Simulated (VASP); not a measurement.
# Ge (Fd-3m) in VASP: a series of runs

Runs on Ge. Level: r2SCAN. Tasks: single point.

Program: VASP 6.6.1. These are calculated values, not measurements. Logs are shortened: lines on timing, memory, paths and dates and some standing lists are left out, and cuts for length are marked.

### 1 The cell of the first run

The structure is cubic, space group Fd-3m (No. 227). Conventional cell: a = 5.626 Å, b = 5.626 Å, c = 5.626 Å, α = 90.00°, β = 90.00°, γ = 90.00°. Ge (site symmetry -43m) has 4 Ge at 2.44 Å within 3.2 Å.

### 2 Single point, r2SCAN

POSCAR

```
Ge
1.0
    0.0000000000      2.8127873832      2.8127873832
    2.8127873832      0.0000000000      2.8127873832
    2.8127873832      2.8127873832      0.0000000000
Ge
2
Direct
    0.5000000000      0.5000000000      0.5000000000
    0.7500000000      0.7500000000      0.7500000000
```

INCAR.step1

```
ALGO = Normal ; EDIFF = 1E-4
ENCUT = 520 ; GGA = PE
ISMEAR = 0 ; LASPH = True
LCHARG = False ; LREAL = False
LWAVE = True ; NBANDS = 21
NELM = 100 ; PREC = Accurate
SIGMA = 0.01
```

INCAR.step2

```
ALGO = Normal ; EDIFF = 1E-6
ENCUT = 520 ; ISIF = 2
ISMEAR = 0 ; ISTART = 1
LASPH = True ; LCHARG = False
LMIXTAU = True ; LREAL = False
LWAVE = False ; METAGGA = R2SCAN
NBANDS = 21 ; NELM = 100
PREC = Accurate ; SIGMA = 0.01
```

KPOINTS

```
k-points
0
Gamma
  14 14 14
```

Potentials or basis: VASP PAW PBE potentials, release 64 (Ge_d).

Launch:

```bash
> cat potpaw_PBE.64/Ge_d/POTCAR > POTCAR
> cp INCAR.step1 INCAR
> mpirun -np 1 vasp_std > vasp.out
> cp INCAR.step2 INCAR
> mpirun -np 1 vasp_std > vasp.out
```

OUTCAR:

```text
EDIFF = 1E-6
   ENCUT = 520
   ISIF = 2
   ISMEAR = 0
   ISTART = 1
   LASPH = True
   LREAL = False
   METAGGA = R2SCAN
   NELM = 100
   PREC = Accurate

 ion  position               nearest neighbor table
   1  0.500  0.500  0.500-   2 2.44   2 2.44   2 2.44   2 2.44
   2  0.750  0.750  0.750-   1 2.44   1 2.44   1 2.44   1 2.44

  LATTYP: Found a face centered cubic cell.
 ALAT       =     5.6255747664

  Lattice vectors:

 A1 = (   0.0000000000,   2.8127873832,   2.8127873832)
 A2 = (   2.8127873832,   0.0000000000,   2.8127873832)
 A3 = (   2.8127873832,   2.8127873832,   0.0000000000)

Analysis of symmetry for initial positions (statically):
=====================================================================
 Subroutine PRICEL returns:
 Original cell was already a primitive cell.

 Routine SETGRP: Setting up the symmetry group for a
 face centered cubic supercell.

 Subroutine GETGRP returns: Found 48 space group operations
 (whereof 24 operations were pure point group operations)
 out of a pool of 48 trial point group operations.

The static configuration has the point symmetry T_d .
 The point group associated with its full space group is O_h .

Analysis of symmetry for dynamics (positions and initial velocities):
=====================================================================
 Subroutine PRICEL returns:
 Original cell was already a primitive cell.

 Routine SETGRP: Setting up the symmetry group for a
 face centered cubic supercell.

 Subroutine GETGRP returns: Found 48 space group operations
 (whereof 24 operations were pure point group operations)
 out of a pool of 48 trial point group operations.

The dynamic configuration has the point symmetry T_d .
 The point group associated with its full space group is O_h .

 Subroutine INISYM returns: Found 48 space group operations
 (whereof 24 operations are pure point group operations),
 and found     1 'primitive' translations

----------------------------------------------------------------------------------------

                                     Primitive cell

  volume of cell :      44.5083

  direct lattice vectors                    reciprocal lattice vectors
     0.000000000  2.812787383  2.812787383    -0.177759614  0.177759614  0.177759614
[... 75 lines left out ...]
   NGXF,Y,Z  is equivalent  to a cutoff of  25.08, 25.08, 25.08 a.u.
 SYSTEM =  unknown system
   PREC   = accura    normal or accurate (medium, high low for compatibility)
   ISTART =      1    job   : 0-new  1-cont  2-samecut
   ICHARG =      0    charge: 1-file 2-atom 10-const
   ISPIN  =      1    spin polarized calculation?
   LNONCOLLINEAR =      F non collinear calculations
   LSORBIT =      F    spin-orbit coupling
   LASPH  =      T    aspherical Exc in radial PAW
   ENCUT  =  520.0 eV  38.22 Ry    6.18 a.u.   7.40  7.40  7.40*2*pi/ulx,y,z
   NELM   =    100;   NELMIN=  2; NELMDL=  0     # of ELM steps
   EDIFF  = 0.1E-05   stopping-criterion for ELM
   LREAL  =      F    real-space projection
   EDIFFG = 0.1E-04   stopping-criterion for IOM
   NSW    =      0    number of steps for IOM
   IBRION =     -1    ionic relax: 0-MD 1-quasi-New 2-CG
   NFREE  =      0    steps in history (QN), initial steepest desc. (CG)
   ISIF   =      2    stress and relaxation
   ISYM   =      2    0-nonsym 1-usesym 2-fastsym
   POTIM  = 0.5000    time-step for ionic-motion
   TEBEG  =    0.0;   TEEND  =   0.0 temperature during run
   PSTRESS=    0.0 pullay stress
   NELECT =      28.0000    total number of electrons
   NUPDOWN=      -1.0000    fix difference up-down
   EMIN   =  10.00;   EMAX   =-10.00  energy-range for DOS
   EFERMI =   0.00;   METHOD = LEGACY
   ISMEAR =     0;   SIGMA  =   0.01  broadening in eV -4-tet -1-fermi 0-gaus
   EFERMI_NEDOS =   21; number of points for ismear=-14 and -15
   IALGO  =     38    algorithm
   IMIX   =      4    mixing-type and parameters
     AMIX     =   0.40;   BMIX     =  1.00
     AMIX_MAG =   1.60;   BMIX_MAG =  1.00
  volume/ion in A,a.u.               =      22.25       150.18
  Fermi-wavevector in a.u.,A,eV,Ry     =   1.402751  2.650815 26.772327  1.967711
  Thomas-Fermi vector in A             =   2.525482
   LORBIT       =      0    0 simple, 1 ext, 2 COOP (PROOUT), +10 PAW based schemes
   METAGGA = R2SCAN    functional components
   LHFCALC =     F    Hartree Fock is set to
   AEXX    =    0.0000 exact exchange contribution
   IVDW    =     0    specifies the selected vdW correction
   LEPSILON=     F    determine dielectric tensor
   LRPA    =     F    only Hartree local field effects (RPA)
 non-spin polarized calculation
 Gauss-broadening in eV      SIGMA  =   0.01
  energy-cutoff  :      520.00
  volume of cell :       44.51
 maximum number of plane-waves:      1243
 NGX is ok and might be reduce to    30
   NGX = 15   NGY = 15   NGZ = 15

 number of electron      28.0000032 magnetization

 Free energy of the ion-electron system (eV)
  ---------------------------------------------------
  ext. energy  EPLUGINS =         0.00000000
  ---------------------------------------------------
  free energy    TOTEN  =       -27.73694669 eV

  energy without entropy =      -27.73694669  energy(sigma->0) =      -27.73694669

 E-fermi :   5.1307     XC(G=0): -10.9095

 val. band max:        4.9711945913   @ k =   0.0000   0.0000   0.0000
 cond. band min:       5.4721807813   @ k =   0.5000   0.0000   0.0000
 fundamental gap:      0.5009861900
 Fermi energy:         5.1306758900

 k-point     1 :       0.0000    0.0000    0.0000
  band No.  band energies     occupation
      1     -20.5491      2.00000
      2     -20.5491      2.00000
      3     -20.5490      2.00000
      4     -20.5082      2.00000
      5     -20.5082      2.00000
      6     -20.2810      2.00000
[... 565 lines left out ...]
     20      15.0090      0.00000
     21      15.3334      0.00000

 [... further k-points ...]
[... 5 lines left out ...]
  --------------------------------------------------------------------------------------
  -------------------------------------------------------------------------------------
  Total        0.5731615      0.5731615      0.5731615      0.0000000      0.0000000     -0.0000000
  in kB       20.6322653     20.6322653     20.6322653      0.0000000      0.0000000     -0.0000000
  external PRESSURE =      20.6322653 kB  Pullay stress =       0.0000000 kB

 VOLUME and BASIS-vectors are now :
 -----------------------------------------------------------------------------
  energy-cutoff  :      520.00
  volume of cell :       44.51
      direct lattice vectors                 reciprocal lattice vectors
     0.000000000  2.812787383  2.812787383    -0.177759614  0.177759614  0.177759614
     2.812787383  0.000000000  2.812787383     0.177759614 -0.177759614  0.177759614
     2.812787383  2.812787383  0.000000000     0.177759614  0.177759614 -0.177759614

 POSITION                                       TOTAL-FORCE (eV/Angst)
 -----------------------------------------------------------------------------------
      2.81279      2.81279      2.81279        -0.000000     -0.000000     -0.000000
      4.21918      4.21918      4.21918         0.000000      0.000000      0.000000
 -----------------------------------------------------------------------------------
    total drift:                                0.000000     -0.000000     -0.000000

  FREE ENERGIE OF THE ION-ELECTRON SYSTEM (eV)
  ---------------------------------------------------
  free  energy   TOTEN  =       -27.7369466929 eV

  energy  without entropy=      -27.7369466929  energy(sigma->0) =      -27.73694669
```

It took 2.4 min on 1 thread of Intel Xeon 6975P-C (Granite Rapids), shared host; peak memory 0.22 GiB.

Results:

| Quantity | Value |
| --- | --- |
| Free energy | -27.7369 eV |
| Pressure | 2.1 GPa |
| Band gap on the k mesh | 0.50 eV, indirect (least direct gap 0.57 eV) |

Caveat: the PAW data sets were made with another functional, which shifts forces and pressure a little. A k mesh can miss the band edges.

### 3 Single point, r2SCAN

This run uses another cell than the first one, of 22.54 Å³/atom, 1.013 times its volume.

POSCAR

```
Ge
1.0
    0.0000000000      2.8248319220      2.8248319220
    2.8248319220      0.0000000000      2.8248319220
    2.8248319220      2.8248319220      0.0000000000
Ge
2
Direct
    0.5000000000      0.5000000000      0.5000000000
    0.7500000000      0.7500000000      0.7500000000
```

INCAR.step1

```
PREC     = Accurate       # precision mode
ENCUT    = 520            # plane-wave cutoff, eV
ISMEAR   = 0              # smearing method
SIGMA    = 0.01           # smearing width, eV
LREAL    = False          # projectors in reciprocal space
LASPH    = True           # aspherical terms in the spheres
NELM     = 80             # most SCF steps
NBANDS   = 21             # bands
GGA      = PE             # functional
ALGO     = Normal         # electronic algorithm
EDIFF    = 1E-4           # SCF threshold, eV
LWAVE    = True           # write WAVECAR
LCHARG   = False          # write CHGCAR
```

INCAR.step2

```
PREC     = Accurate       # precision mode
ENCUT    = 520            # plane-wave cutoff, eV
EDIFF    = 1E-7           # SCF threshold, eV
ISMEAR   = 0              # smearing method
SIGMA    = 0.01           # smearing width, eV
LREAL    = False          # projectors in reciprocal space
LASPH    = True           # aspherical terms in the spheres
NELM     = 80             # most SCF steps
ALGO     = Normal         # electronic algorithm
ISIF     = 2              # what is computed and relaxed
LWAVE    = False          # write WAVECAR
LCHARG   = False          # write CHGCAR
METAGGA  = R2SCAN         # meta-GGA
LMIXTAU  = True         
NBANDS   = 21             # bands
ISTART   = 1
```

KPOINTS

```
regular mesh
0
Gamma
  14 14 14
```

Potentials or basis: VASP PAW PBE potentials, release 64 (Ge_d).

Launch:

```bash
> cat potpaw_PBE.64/Ge_d/POTCAR > POTCAR
> cp INCAR.step1 INCAR
> mpirun -np 1 vasp_std > vasp.out
> cp INCAR.step2 INCAR
> mpirun -np 1 vasp_std > vasp.out
```

OUTCAR:

```text
PREC = Accurate
   ENCUT = 520
   EDIFF = 1E-7
   ISMEAR = 0
   LREAL = False
   LASPH = True
   NELM = 80
   ISIF = 2
   METAGGA = R2SCAN
   ISTART = 1

 ion  position               nearest neighbor table
   1  0.500  0.500  0.500-   2 2.45   2 2.45   2 2.45   2 2.45
   2  0.750  0.750  0.750-   1 2.45   1 2.45   1 2.45   1 2.45

  LATTYP: Found a face centered cubic cell.
 ALAT       =     5.6496638440

  Lattice vectors:

 A1 = (   0.0000000000,   2.8248319220,   2.8248319220)
 A2 = (   2.8248319220,   0.0000000000,   2.8248319220)
 A3 = (   2.8248319220,   2.8248319220,   0.0000000000)

Analysis of symmetry for initial positions (statically):
=====================================================================
 Subroutine PRICEL returns:
 Original cell was already a primitive cell.

 Routine SETGRP: Setting up the symmetry group for a
 face centered cubic supercell.

 Subroutine GETGRP returns: Found 48 space group operations
 (whereof 24 operations were pure point group operations)
 out of a pool of 48 trial point group operations.

The static configuration has the point symmetry T_d .
 The point group associated with its full space group is O_h .
[... 159 lines left out ...]
  free energy    TOTEN  =       -27.74268978 eV

  energy without entropy =      -27.74268978  energy(sigma->0) =      -27.74268978

 E-fermi :   4.9272     XC(G=0): -10.8424

 val. band max:        4.8434214918   @ k =   0.0000   0.0000   0.0000
 cond. band min:       5.2888769801   @ k =   0.0000   0.0000   0.0000
 fundamental gap:      0.4454554882
 Fermi energy:         4.9272457590

 k-point     1 :       0.0000    0.0000    0.0000
  band No.  band energies     occupation
      1     -20.6576      2.00000
      2     -20.6576      2.00000
      3     -20.6576      2.00000
      4     -20.6178      2.00000
      5     -20.6178      2.00000
      6     -20.3979      2.00000
[... 565 lines left out ...]
     20      14.8284      0.00000
     21      15.1704      0.00000

 [... further k-points ...]

------------------------ aborting loop because EDIFF is reached ----------------------------------------

  FORCE on cell =-STRESS in cart. coord.  units (eV):
  Direction    XX          YY          ZZ          XY          YZ          ZX
  --------------------------------------------------------------------------------------
  -------------------------------------------------------------------------------------
  Total        0.2929805      0.2929805      0.2929805      0.0000000      0.0000000     -0.0000000
  in kB       10.4121748     10.4121748     10.4121748      0.0000000      0.0000000     -0.0000000
  external PRESSURE =      10.4121748 kB  Pullay stress =       0.0000000 kB

 VOLUME and BASIS-vectors are now :
 -----------------------------------------------------------------------------
  energy-cutoff  :      520.00
  volume of cell :       45.08
      direct lattice vectors                 reciprocal lattice vectors
     0.000000000  2.824831922  2.824831922    -0.177001681  0.177001681  0.177001681
     2.824831922  0.000000000  2.824831922     0.177001681 -0.177001681  0.177001681
     2.824831922  2.824831922  0.000000000     0.177001681  0.177001681 -0.177001681

 POSITION                                       TOTAL-FORCE (eV/Angst)
 -----------------------------------------------------------------------------------
      2.82483      2.82483      2.82483         0.000000      0.000000      0.000000
      4.23725      4.23725      4.23725        -0.000000     -0.000000     -0.000000
 -----------------------------------------------------------------------------------
    total drift:                                0.000000     -0.000000     -0.000000

  FREE ENERGIE OF THE ION-ELECTRON SYSTEM (eV)
  ---------------------------------------------------
  free  energy   TOTEN  =       -27.7426897758 eV

  energy  without entropy=      -27.7426897758  energy(sigma->0) =      -27.74268978
```

OSZICAR.step1:

```text
N       E                     dE             d eps       ncg     rms          rms(c)
DAV:   1     0.192851244083E+03    0.19285E+03   -0.14661E+04  4884   0.367E+03
DAV:   2     0.188151730808E+02   -0.17404E+03   -0.16846E+03  4398   0.623E+02
DAV:   3    -0.816916063586E+01   -0.26984E+02   -0.26823E+02  4998   0.143E+02
DAV:   4    -0.907868579820E+01   -0.90953E+00   -0.90908E+00  4943   0.309E+01
DAV:   5    -0.909365807683E+01   -0.14972E-01   -0.14972E-01  4993   0.440E+00    0.322E+00
DAV:   6    -0.903421756553E+01    0.59441E-01   -0.22185E-02  4968   0.143E+00    0.191E+00
DAV:   7    -0.900312721132E+01    0.31090E-01   -0.48449E-02  4971   0.194E+00    0.147E-01
DAV:   8    -0.900480246319E+01   -0.16753E-02   -0.57480E-03  4823   0.897E-01    0.431E-02
DAV:   9    -0.900500057160E+01   -0.19811E-03   -0.23649E-04  4076   0.171E-01    0.141E-02
DAV:  10    -0.900501421015E+01   -0.13639E-04   -0.25880E-05  3275   0.552E-02
   1 F= -.90050142E+01 E0= -.90050142E+01  d E =-.896376E-11
```

It took 3.1 min on 1 thread of Intel Xeon 6975P-C (Granite Rapids), shared host; peak memory 0.22 GiB.

Results:

- Free energy: -27.7427 eV
- Pressure: 1.0 GPa
- Band gap on the k mesh: 0.45 eV, direct

Caveat: the PAW data sets were made with another functional, which shifts forces and pressure a little.

### 4 Single point, r2SCAN

This run uses another cell than the first one, of 22.85 Å³/atom, 1.027 times its volume.

POSCAR

```
Ge
1.0
    0.0000000000      2.8378310317      2.8378310317
    2.8378310317      0.0000000000      2.8378310317
    2.8378310317      2.8378310317      0.0000000000
Ge
2
Direct
    0.5000000000      0.5000000000      0.5000000000
    0.7500000000      0.7500000000      0.7500000000
```

INCAR.step1

```
SYSTEM = Ge
ALGO = Normal
EDIFF = 1E-4
ENCUT = 520
GGA = PE
ISMEAR = -1
LASPH = .TRUE.
LCHARG = .FALSE.
LREAL = .FALSE.
LWAVE = .TRUE.
NBANDS = 21
NELM = 60
PREC = Accurate
SIGMA = 0.1
```

INCAR.step2

```
SYSTEM = Ge
ALGO = Normal
EDIFF = 1E-6
ENCUT = 520
ISIF = 2
ISMEAR = -1
ISTART = 1
LASPH = .TRUE.
LCHARG = .FALSE.
LMIXTAU = .TRUE.
LREAL = .FALSE.
LWAVE = .FALSE.
METAGGA = R2SCAN
NBANDS = 21
NELM = 60
PREC = Accurate
SIGMA = 0.1
```

KPOINTS

```
k-points
0
G
  14 14 14
  0 0 0
```

Launch:

```bash
> cat potpaw_PBE.64/Ge_d/POTCAR > POTCAR
> cp INCAR.step1 INCAR
> mpirun -np 1 vasp_std > vasp.out
> cp INCAR.step2 INCAR
> mpirun -np 1 vasp_std > vasp.out
```

It took 2.1 min on 1 thread of Intel Xeon 6975P-C (Granite Rapids), shared host; peak memory 0.22 GiB.

It converged, with:

* Free energy: -27.7452 eV
* Pressure: 0.1 GPa
* Band gap on the k mesh: 0.31 eV, direct

Levels at points of the mesh, in eV from the valence-band top:
| k point | band 10 | band 11 | band 12 | band 13 | band 14 | band 15 | band 16 | band 17 | band 18 | band 19 |
| --- | --- | --- | --- | --- | --- | --- | --- | --- | --- | --- |
| (0.00, 0.00, 0.00) | -25.21 | -13.23 | 0.00 | 0.00 | 0.00 | 0.31 | 2.71 | 2.71 | 2.71 | 7.04 |
| (0.50, 0.00, 0.00) | -25.19 | -11.06 | -7.82 | -1.47 | -1.47 | 0.41 | 3.99 | 3.99 | 7.65 | 11.14 |
| (0.50, 0.50, 0.00) | -25.17 | -9.18 | -9.18 | -3.19 | -3.19 | 0.98 | 0.98 | 10.02 | 10.02 | 12.25 |

Caveat: the PAW data sets were made with another functional, which shifts forces and pressure a little.

### 5 Summary

```csv
cell,smearing,gap on the mesh (eV),pressure (GPa)
"a = 3.978 Å, angles 60.0°, 2 atoms",gaussian 0.01 eV,0.50,2.1
"a = 3.995 Å, angles 60.0°, 2 atoms",gaussian 0.01 eV,0.45,1.0
"a = 4.013 Å, angles 60.0°, 2 atoms",fermi-dirac 0.1 eV,0.31,0.1
```

Alike in all rows: task single point; level r2SCAN; potentials or basis VASP PAW PBE potentials, release 64 (Ge_d); no spin polarisation; k mesh 14 × 14 × 14; cutoff (eV) 520.

Caveats: the PAW data sets were made with another functional, which shifts forces and pressure a little.

Absolute energies hang on the potentials; compare differences alone.
